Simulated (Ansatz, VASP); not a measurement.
## Two plane-wave programs on SbPb

```
CELL_PARAMETERS angstrom
0.00000 3.16124 3.16124
3.16124 0.00000 3.16124
3.16124 3.16124 0.00000
ATOMIC_POSITIONS crystal
Sb 0.50000 0.50000 0.50000
Pb 0.00000 0.00000 0.00000
```

Alike in both runs: task single point; functional LDA; k mesh 5 × 5 × 5; occupations methfessel-paxton of order 1, width 0.1 eV; no spin polarisation.

|  | VASP | Ansatz |
| --- | --- | --- |
| version | VASP 6.6.1 | Ansatz 0.2.0 |
| potentials or method | VASP PAW LDA potentials, release 64 (Sb_d_GW, Pb_d), cutoff 500 eV | plane waves, PAW |
| valence electrons in the cell | 29 | 29 |

|  | VASP | Ansatz | Ansatz less VASP |
| --- | --- | --- | --- |
| gap on the k mesh at the Fermi level (eV) | none | none | - |
| pressure (GPa) | -2.6 | -2.6 | +0.01 |

LDA's correlation is that of Perdew and Zunger in VASP and of Perdew and Wang (1992) in Ansatz. A gap of «none» marks a metal or a gap that the smearing closes.

Spin-orbit coupling is off throughout.
